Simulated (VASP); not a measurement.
Write the native input for VASP 6.6.1 that does the following.

| Property | Result |
| --- | --- |
| Task | single point |
| Functional | PBE |
| Potentials or basis | VASP PAW PBE potentials, release 64 (Si) |
| Cutoff | 500 eV |
| k mesh | 6 × 6 × 6 |
| Occupations | gaussian, width 0.01 eV |
| Spin | no spin polarisation |
| Dipole correction | no |
| Further INCAR settings | ALGO = Normal; EDIFF = 1e-06; NBANDS = 11 |

The structure of Si lies in POSCAR:

```
Si
1.0
    0.0000000000      2.7135600000      2.7135600000
    2.7135600000      0.0000000000      2.7135600000
    2.7135600000      2.7135600000      0.0000000000
Si
2
Direct
    0.7500000000      0.7500000000      0.7500000000
    0.5000000000      0.5000000000      0.5000000000
```

These files were run (other wordings do the same):

INCAR

```
SYSTEM = Si
  PREC = Accurate
  ENCUT = 500
  EDIFF = 1E-6
  ISMEAR = 0
  SIGMA = 0.01
  LREAL = .False.
  LASPH = .True.
  NELM = 120
  ALGO = Normal
  ISIF = 2
  LWAVE = .False.
  LCHARG = .False.
  GGA = PE
  NBANDS = 11
  GGA_COMPAT = .False.
```

KPOINTS

```
Automatic mesh
0
Gamma
  6 6 6
  0 0 0
```

Potentials or basis: VASP PAW PBE potentials, release 64 (Si).

The run is started by

```sh
$ cat potpaw_PBE.64/Si/POTCAR > POTCAR
$ mpirun -np 1 vasp_std > vasp.out
```

Results of the run:

```yaml
Pressure: 2.2 GPa
Band_gap_on_the_k_mesh: 0.70 eV, indirect (least direct gap 2.56 eV)
```

It took 9.3 s on 1 thread of Intel Xeon 8259CL (shared host), peak memory 0.14 GiB.
